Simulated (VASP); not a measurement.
# KBr (Fm-3m) in VASP: further runs

Aim: see how the results for KBr move with the level of theory and the settings. Levels: LDA, PBE, PBEsol-based screened hybrid with 25 % exact exchange, r2SCAN0. Tasks: single point.

Program: VASP 6.6.1. These are calculated values, not measurements. Logs are shortened: lines on timing, memory, paths and dates and some standing lists are left out, and cuts for length are marked.

**1. The cell of the first run**

It takes space group Fm-3m (No. 225, cubic). Conventional cell: a = 6.600 Å, b = 6.600 Å, c = 6.600 Å, α = 90.00°, β = 90.00°, γ = 90.00°. Br (site symmetry m-3m) has 6 K at 3.30 Å within 4.3 Å. K (site symmetry m-3m) has 6 Br at 3.30 Å within 4.3 Å.

**2. Single point, LDA**

Input file INCAR:

```
SYSTEM = KBr
PREC = Accurate
ENCUT = 500
EDIFF = 1E-6
ISMEAR = -5
SIGMA = 0.05
LREAL = .FALSE.
LASPH = .TRUE.
NELM = 120
ALGO = Normal
ISIF = 2
LWAVE = .FALSE.
LCHARG = .FALSE.
GGA = CA
NBANDS = 15
GGA_COMPAT = .FALSE.
```

Input file KPOINTS:

```
Automatic mesh
0
G
  7 7 7
  0 0 0
```

Input file POSCAR:

```
KBr
1.0
    0.0000000000      3.3000000000      3.3000000000
    3.3000000000      0.0000000000      3.3000000000
    3.3000000000      3.3000000000      0.0000000000
Br K
1 1
Direct
    0.5000000000      0.5000000000      0.5000000000
    0.0000000000      0.0000000000      0.0000000000
```

Potentials or basis: VASP PAW LDA potentials, release 64 (Br, K_sv).

On the command line:

```bash
$ cat potpaw_LDA.64/Br/POTCAR potpaw_LDA.64/K_sv/POTCAR > POTCAR
$ mpirun -np 1 vasp_std > vasp.out
```

OUTCAR:

```text
SYSTEM = KBr
   PREC = Accurate
   ENCUT = 500
   EDIFF = 1E-6
   ISMEAR = -5
   LREAL = .FALSE.
   LASPH = .TRUE.
   NELM = 120
   ISIF = 2
   GGA = CA

 ion  position               nearest neighbor table
   1  0.500  0.500  0.500-   2 3.30   2 3.30   2 3.30   2 3.30   2 3.30   2 3.30
   2  0.000  0.000  0.000-   1 3.30   1 3.30   1 3.30   1 3.30   1 3.30   1 3.30

  LATTYP: Found a face centered cubic cell.
 ALAT       =     6.6000000000

  Lattice vectors:

 A1 = (   0.0000000000,   3.3000000000,   3.3000000000)
 A2 = (   3.3000000000,   0.0000000000,   3.3000000000)
 A3 = (   3.3000000000,   3.3000000000,   0.0000000000)

Analysis of symmetry for initial positions (statically):
=====================================================================
 Subroutine PRICEL returns:
 Original cell was already a primitive cell.

 Routine SETGRP: Setting up the symmetry group for a
 face centered cubic supercell.

 Subroutine GETGRP returns: Found 48 space group operations
 (whereof 48 operations were pure point group operations)
 out of a pool of 48 trial point group operations.

The static configuration has the point symmetry O_h .

Analysis of symmetry for dynamics (positions and initial velocities):
=====================================================================
 Subroutine PRICEL returns:
 Original cell was already a primitive cell.

 Routine SETGRP: Setting up the symmetry group for a
 face centered cubic supercell.

 Subroutine GETGRP returns: Found 48 space group operations
 (whereof 48 operations were pure point group operations)
 out of a pool of 48 trial point group operations.

The dynamic configuration has the point symmetry O_h .

 Subroutine INISYM returns: Found 48 space group operations
 (whereof 48 operations are pure point group operations),
 and found     1 'primitive' translations

----------------------------------------------------------------------------------------

                                     Primitive cell

  volume of cell :      71.8740

  direct lattice vectors                    reciprocal lattice vectors
     0.000000000  3.300000000  3.300000000    -0.151515152  0.151515152  0.151515152
     3.300000000  0.000000000  3.300000000     0.151515152 -0.151515152  0.151515152
     3.300000000  3.300000000  0.000000000     0.151515152  0.151515152 -0.151515152

  length of vectors
     4.666904756  4.666904756  4.666904756     0.262431941  0.262431941  0.262431941

  position of ions in fractional coordinates (direct lattice)
[... 88 lines left out ...]
   NUPDOWN=      -1.0000    fix difference up-down
   EMIN   =  10.00;   EMAX   =-10.00  energy-range for DOS
   EFERMI =   0.00;   METHOD = LEGACY
   ISMEAR =    -5;   SIGMA  =   0.05  broadening in eV -4-tet -1-fermi 0-gaus
   EFERMI_NEDOS =   21; number of points for ismear=-14 and -15
   IALGO  =     38    algorithm
   IMIX   =      4    mixing-type and parameters
     AMIX     =   0.40;   BMIX     =  1.00
     AMIX_MAG =   1.60;   BMIX_MAG =  1.00
  volume/ion in A,a.u.               =      35.94       242.51
  Fermi-wavevector in a.u.,A,eV,Ry     =   0.992181  1.874950 13.393889  0.984423
  Thomas-Fermi vector in A             =   2.123975
   LORBIT       =      0    0 simple, 1 ext, 2 COOP (PROOUT), +10 PAW based schemes
   GGA     = CA    functional components
   LHFCALC =     F    Hartree Fock is set to
   AEXX    =    0.0000 exact exchange contribution
   IVDW    =     0    specifies the selected vdW correction
   LEPSILON=     F    determine dielectric tensor
   LRPA    =     F    only Hartree local field effects (RPA)
 non-spin polarized calculation
 Fermi weights with tetrahedron method with Bloechl corrections
  energy-cutoff  :      500.00
  volume of cell :       71.87
 maximum number of plane-waves:      1841
 NGX is ok and might be reduce to    36
   NGX = 17   NGY = 17   NGZ = 17

 number of electron      15.9999997 magnetization

 Free energy of the ion-electron system (eV)
  ---------------------------------------------------
  ext. energy  EPLUGINS =         0.00000000
  ---------------------------------------------------
  free energy    TOTEN  =        -6.79730325 eV

  energy without entropy =       -6.79730325  energy(sigma->0) =       -6.79730325

 E-fermi :  -1.8275     XC(G=0):  -7.8862

 val. band max:       -1.9137072906   @ k =   0.0000   0.0000   0.0000
 cond. band min:       2.1243249004   @ k =   0.0000   0.0000   0.0000
 fundamental gap:      4.0380321910
 Fermi energy:        -1.8274878489

 k-point     1 :       0.0000    0.0000    0.0000
  band No.  band energies     occupation
      1     -29.3223      2.00000
      2     -14.2374      2.00000
      3     -13.0368      2.00000
      4     -13.0368      2.00000
      5     -13.0368      2.00000
      6      -1.9137      2.00000
      7      -1.9137      2.00000
      8      -1.9137      2.00000
      9       2.1243      0.00000
     10       5.4322      0.00000
     11       5.4322      0.00000
     12       5.4322      0.00000
     13       6.3056      0.00000
     14       6.3056      0.00000
[... 329 lines left out ...]
      2     -14.2388      2.00000
      3     -13.1103      2.00000
      4     -13.0845      2.00000
      5     -12.9473      2.00000
      6      -2.6274      2.00000
      7      -2.5729      2.00000
      8      -2.3540      2.00000
      9       4.8396      0.00000
     10       5.5744      0.00000
     11       6.1138      0.00000
     12       6.8610      0.00000
     13       8.3591      0.00000
     14       8.3617      0.00000
     15       9.1441      0.00000

------------------------ aborting loop because EDIFF is reached ----------------------------------------

  FORCE on cell =-STRESS in cart. coord.  units (eV):
  Direction    XX          YY          ZZ          XY          YZ          ZX
  --------------------------------------------------------------------------------------
  -------------------------------------------------------------------------------------
  Total       -0.7210370     -0.7210370     -0.7210370      0.0000000     -0.0000000      0.0000000
  in kB      -16.0729758    -16.0729758    -16.0729758      0.0000000     -0.0000000      0.0000000
  external PRESSURE =     -16.0729758 kB  Pullay stress =       0.0000000 kB

 VOLUME and BASIS-vectors are now :
 -----------------------------------------------------------------------------
  energy-cutoff  :      500.00
  volume of cell :       71.87
      direct lattice vectors                 reciprocal lattice vectors
     0.000000000  3.300000000  3.300000000    -0.151515152  0.151515152  0.151515152
     3.300000000  0.000000000  3.300000000     0.151515152 -0.151515152  0.151515152
     3.300000000  3.300000000  0.000000000     0.151515152  0.151515152 -0.151515152

 POSITION                                       TOTAL-FORCE (eV/Angst)
 -----------------------------------------------------------------------------------
      3.30000      3.30000      3.30000        -0.000000      0.000000      0.000000
      0.00000      0.00000      0.00000         0.000000     -0.000000     -0.000000
 -----------------------------------------------------------------------------------
    total drift:                                0.000000      0.000000      0.000000

  FREE ENERGIE OF THE ION-ELECTRON SYSTEM (eV)
  ---------------------------------------------------
  free  energy   TOTEN  =        -6.7973032511 eV

  energy  without entropy=       -6.7973032511  energy(sigma->0) =       -6.79730325
```

OSZICAR:

```text
N       E                     dE             d eps       ncg     rms          rms(c)
DAV:   1     0.986108126248E+02    0.98611E+02   -0.67604E+03   600   0.918E+02
DAV:   2    -0.614251028245E+00   -0.99225E+02   -0.91373E+02   768   0.233E+02
DAV:   3    -0.677538624653E+01   -0.61611E+01   -0.61312E+01   819   0.500E+01
DAV:   4    -0.698549968683E+01   -0.21011E+00   -0.21006E+00   901   0.850E+00
DAV:   5    -0.698765751640E+01   -0.21578E-02   -0.21578E-02   840   0.916E-01    0.325E+00
DAV:   6    -0.682049518338E+01    0.16716E+00   -0.18877E-01   740   0.217E+00    0.236E+00
DAV:   7    -0.679667647494E+01    0.23819E-01   -0.67994E-02   831   0.148E+00    0.115E+00
DAV:   8    -0.679724916178E+01   -0.57269E-03   -0.81225E-03   775   0.659E-01    0.177E-01
DAV:   9    -0.679722699100E+01    0.22171E-04   -0.18575E-04   789   0.809E-02    0.746E-02
DAV:  10    -0.679730346410E+01   -0.76473E-04   -0.72503E-05   691   0.464E-02    0.226E-02
DAV:  11    -0.679730325110E+01    0.21300E-06   -0.39266E-06   844   0.113E-02
   1 F= -.67973033E+01 E0= -.67973033E+01  d E =0.000000E+00
```

stdout:

```text
POSCAR found type information on POSCAR BrK
 POSCAR found :  2 types and       2 ions
 scaLAPACK will be used
 LDA part: xc-table for (Slater(with rela. corr.)+CA(PZ))
 , standard interpolation
 POSCAR, INCAR and KPOINTS ok, starting setup
 FFT: planning ... GRIDC
 FFT: planning ... GRID_SOFT
 FFT: planning ... GRID
 WAVECAR not read
 entering main loop
```

Wall time 24 s (1 thread of AMD EPYC 7R43 (Zen 3), shared host); peak memory 0.14 GiB.

Results:

| Quantity | Value |
| --- | --- |
| Free energy | -6.7973 eV |
| Pressure | -1.6 GPa |
| Band gap on the k mesh | 4.04 eV |

A hybrid or GW would open this gap; LDA tends to underestimate it.

**3. Single point, PBE**

Input file INCAR:

```
PREC = Accurate
ENCUT = 520
EDIFF = 1E-6
ISMEAR = -1
SIGMA = 0.05
LREAL = F
LASPH = T
NELM = 60
ALGO = Normal
ISIF = 2
LWAVE = F
LCHARG = F
GGA = PE
NBANDS = 15
```

Input file KPOINTS:

```
Automatic mesh
0
Gamma
  6 6 6
```

POSCAR is that of step 2.

Potentials or basis: VASP PAW PBE potentials, release 64 (Br, K_sv).

On the command line:

```bash
$ cat potpaw_PBE.64/Br/POTCAR potpaw_PBE.64/K_sv/POTCAR > POTCAR
$ mpirun -np 1 vasp_std > vasp.out
```

Run time: 32 s. Hardware: 1 thread of Intel Xeon 8259CL, shared host; peak memory 0.21 GiB.

The run converged. Its results:

- Free energy: -6.2151 eV
- Pressure: 0.8 GPa
- Band gap on the k mesh: 4.43 eV

Levels at points of the mesh, in eV from the valence-band top:
| k point | band 5 | band 6 | band 7 | band 8 | band 9 | band 10 | band 11 | band 12 |
| --- | --- | --- | --- | --- | --- | --- | --- | --- |
| (0.00, 0.00, 0.00) | -11.26 | 0.00 | 0.00 | 0.00 | 4.43 | 7.60 | 7.60 | 7.60 |
| (0.50, 0.00, 0.00) | -11.01 | -1.18 | -0.33 | -0.33 | 6.59 | 8.24 | 9.76 | 9.76 |
| (0.50, 0.50, 0.00) | -11.29 | -0.81 | -0.29 | -0.29 | 5.86 | 7.20 | 9.37 | 9.51 |

**4. Single point, PBEsol-based screened hybrid with 25 % exact exchange**

This run uses another cell than the first one, of 35.13 Å³/atom.

Input file POSCAR:

```
KBr
1.0
    0.0000000000      3.2751605722      3.2751605722
    3.2751605722      0.0000000000      3.2751605722
    3.2751605722      3.2751605722      0.0000000000
Br K
1 1
Direct
    0.5000000000      0.5000000000      0.5000000000
    0.0000000000      0.0000000000      0.0000000000
```

Input file INCAR.step1:

```
PREC     = Accurate       # precision mode
ENCUT    = 520            # plane-wave cutoff, eV
EDIFF    = 1E-5           # SCF threshold, eV
ISMEAR   = -1             # smearing method
SIGMA    = 0.05           # smearing width, eV
LREAL    = F              # projectors in reciprocal space
LASPH    = T              # aspherical terms in the spheres
NELM     = 100            # most SCF steps
ALGO     = Normal         # electronic algorithm
ISIF     = 2              # what is computed and relaxed
LWAVE    = T              # write WAVECAR
LCHARG   = F              # write CHGCAR
GGA      = PE             # functional
NBANDS   = 15             # bands
```

Input file INCAR.step2:

```
PREC     = Accurate       # precision mode
ENCUT    = 520            # plane-wave cutoff, eV
EDIFF    = 1E-6           # SCF threshold, eV
ISMEAR   = -1             # smearing method
SIGMA    = 0.05           # smearing width, eV
LREAL    = F              # projectors in reciprocal space
LASPH    = T              # aspherical terms in the spheres
NELM     = 100            # most SCF steps
ALGO     = Normal         # electronic algorithm
ISIF     = 2              # what is computed and relaxed
LWAVE    = F              # write WAVECAR
LCHARG   = F              # write CHGCAR
GGA      = PS             # functional
LHFCALC  = T              # exact exchange
AEXX     = 0.25           # exact-exchange fraction
HFSCREEN = 0.207          # screening, 1/A
PRECFOCK = Normal       
ISTART   = 1            
NBANDS   = 15             # bands
```

Input file KPOINTS:

```
Automatic mesh
0
Gamma
  4 4 4
```

On the command line:

```bash
$ cat potpaw_PBE.64/Br/POTCAR potpaw_PBE.64/K_sv/POTCAR > POTCAR
$ cp INCAR.step1 INCAR
$ mpirun -np 1 vasp_std > vasp.out
$ cp INCAR.step2 INCAR
$ mpirun -np 1 vasp_std > vasp.out
```

Wall time 11 min (1 thread of AMD EPYC 7R43 (Zen 3), shared host); peak memory 0.28 GiB.

It converged, with:

| Item | Value |
| --- | --- |
| Free energy | -7.3573 eV |
| Pressure | 0.0 GPa |
| Band gap on the k mesh | 5.52 eV |

Levels at points of the mesh, in eV from the valence-band top:
```tsv
k point	band 6	band 7	band 8	band 9	band 10	band 11
(0.00, 0.00, 0.00)	0.00	0.00	0.00	5.52	8.90	8.90
(0.50, 0.00, 0.00)	-1.31	-0.37	-0.37	7.67	9.59	11.37
(0.50, 0.50, 0.00)	-0.91	-0.32	-0.32	6.93	8.47	10.79
```

Caveat: the PAW data sets were made with another functional, which shifts forces and pressure a little.

**5. Single point, r2SCAN0**

Input file POSCAR:

```
KBr
1.0
    0.0000000000      3.3000000000      3.3000000000
    3.3000000000      0.0000000000      3.3000000000
    3.3000000000      3.3000000000      0.0000000000
Br K
1 1
Direct
    0.5000000000      0.5000000000      0.5000000000
    0.0000000000      0.0000000000      0.0000000000
```

Input file INCAR.step1:

```
PREC = Accurate ; ENCUT = 520
EDIFF = 1E-5 ; ISMEAR = -1
SIGMA = 0.05 ; LREAL = False
LASPH = True ; NELM = 80
ALGO = Normal ; ISIF = 2
LWAVE = True ; LCHARG = False
GGA = PE ; NBANDS = 15
```

Input file INCAR.step2:

```
PREC = Accurate ; ENCUT = 520
EDIFF = 1E-7 ; ISMEAR = -1
SIGMA = 0.05 ; LREAL = False
LASPH = True ; NELM = 80
ALGO = Normal ; ISIF = 2
LWAVE = False ; LCHARG = False
METAGGA = R2SCAN ; LHFCALC = True
AEXX = 0.25 ; LMIXTAU = True
PRECFOCK = Normal ; ISTART = 1
NBANDS = 15
```

Input file KPOINTS:

```
regular mesh
0
Gamma
  4 4 4
```

On the command line:

```bash
$ cat potpaw_PBE.64/Br/POTCAR potpaw_PBE.64/K_sv/POTCAR > POTCAR
$ cp INCAR.step1 INCAR
$ mpirun -np 1 vasp_std > vasp.out
$ cp INCAR.step2 INCAR
$ mpirun -np 1 vasp_std > vasp.out
```

Run time: 27 min. Hardware: 1 thread of AMD EPYC 7R43 (Zen 3), shared host; peak memory 0.18 GiB.

It converged, with:

```yaml
Free_energy: -20.5402 eV
Pressure: -0.1 GPa
Band_gap_on_the_k_mesh: 6.67 eV
```

Levels at points of the mesh, in eV from the valence-band top:
| k point | band 5 | band 6 | band 7 | band 8 | band 9 | band 10 | band 11 | band 12 |
| --- | --- | --- | --- | --- | --- | --- | --- | --- |
| (0.00, 0.00, 0.00) | -12.33 | 0.00 | 0.00 | 0.00 | 6.67 | 10.10 | 10.10 | 10.10 |
| (0.50, 0.00, 0.00) | -12.07 | -1.26 | -0.35 | -0.35 | 8.76 | 10.71 | 12.58 | 12.58 |
| (0.50, 0.50, 0.00) | -12.36 | -0.90 | -0.32 | -0.32 | 8.07 | 9.73 | 11.86 | 12.29 |

Caveat: the PAW data sets were made with another functional, which shifts forces and pressure a little.

**6. Summary**

| level | potentials or basis | cell | k mesh | cutoff (eV) | smearing | grid for exact exchange (PRECFOCK) | share of exact exchange | screening parameter | gap on the mesh (eV) | pressure (GPa) |
| --- | --- | --- | --- | --- | --- | --- | --- | --- | --- | --- |
| LDA | VASP PAW LDA potentials, release 64 (Br, K_sv) | a = 4.667 Å, angles 60.0°, 2 atoms | 7 × 7 × 7 | 500 | tetrahedron | - | - | - | 4.04 | -1.6 |
| PBE | VASP PAW PBE potentials, release 64 (Br, K_sv) | a = 4.667 Å, angles 60.0°, 2 atoms | 6 × 6 × 6 | 520 | fermi-dirac 0.05 eV | - | - | - | 4.43 | 0.8 |
| PBEsol-based screened hybrid with 25 % exact exchange | VASP PAW PBE potentials, release 64 (Br, K_sv) | a = 4.632 Å, angles 60.0°, 2 atoms | 4 × 4 × 4 | 520 | fermi-dirac 0.05 eV | Normal | 0.25 | 0.207 1/Å | 5.52 | 0.0 |
| r2SCAN0 | VASP PAW PBE potentials, release 64 (Br, K_sv) | a = 4.667 Å, angles 60.0°, 2 atoms | 4 × 4 × 4 | 520 | fermi-dirac 0.05 eV | Normal | 0.25 | - | 6.67 | -0.1 |

Alike in all rows: task single point; no spin polarisation.

Caveats: the PAW data sets were made with another functional, which shifts forces and pressure a little (at least some runs).

Absolute energies hang on the potentials; compare differences alone.
